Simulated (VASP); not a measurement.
Wanted: the native input for a VASP 6.6.1 run.

- Task: single point
- Functional: PBEsol
- Potentials or basis: VASP PAW PBE potentials, release 64 (Ni, Mo_sv, Pd, Ir, W_sv)
- Cutoff: 520 eV
- k mesh: 5 × 5 × 3
- Occupations: fermi-dirac, width 0.05 eV
- Spin: collinear spin, ferromagnetic start
- Starting moments: [1.0, 1.0, 0.0, 0.6, 0.0] μB
- Dipole correction: no
- Further INCAR settings: ALGO = Fast; EDIFF = 1e-07; NBANDS = 40

The structure of NiMoIrPdW lies in POSCAR:

```
NiMoIrPdW
1.0
    4.0642023302      0.0000028497      0.0000000000
   -2.0321036330      3.5197010392      0.0000000000
    0.0000000000      0.0000000000      5.3967286196
Ni Mo Pd Ir W
1 1 1 1 1
Direct
    0.0000000000      0.0000000000      0.9577837337
    0.6666666667      0.3333333333      0.9601456633
    0.6666666667      0.3333333333      0.4627699294
    0.3333333333      0.6666666667      0.7255850347
    0.3333333333      0.6666666667      0.2381656390
```

One way to write it, as run:

INCAR

```
SYSTEM = NiMoIrPdW
  ALGO = Fast
  EDIFF = 1E-7
  ENCUT = 520
  GGA = PS
  ISIF = 2
  ISMEAR = -1
  ISPIN = 2
  LASPH = .True.
  LCHARG = .False.
  LMAXMIX = 4
  LORBIT = 11
  LREAL = .False.
  LWAVE = .False.
  MAGMOM = 1 1 0 0.6 0
  NBANDS = 40
  NELM = 150
  PREC = Accurate
  SIGMA = 0.05
```

KPOINTS

```
k-points
0
Gamma
  5 5 3
  0 0 0
```

Potentials or basis: VASP PAW PBE potentials, release 64 (Ni, Mo_sv, Pd, Ir, W_sv).

Command:

```bash
$ cat potpaw_PBE.64/Ni/POTCAR potpaw_PBE.64/Mo_sv/POTCAR potpaw_PBE.64/Pd/POTCAR potpaw_PBE.64/Ir/POTCAR potpaw_PBE.64/W_sv/POTCAR > POTCAR
$ mpirun -np 1 vasp_std > vasp.out
```

It gave:

* Pressure: 0.3 GPa
* Largest force: 0.007 eV/Å
* Net moment: 0.00 μB per cell
* Valence electrons inside the program's atomic spheres: Ni 9.54; Mo 12.65; Pd 9.65; Ir 8.39; W 11.93

Caveat: the k points lie up to 0.39 Å⁻¹ apart; the PAW data sets were made with another functional, which shifts forces and pressure a little.

It took 2.7 min on 1 thread of AMD EPYC 7R13 (shared host), peak memory 0.23 GiB.
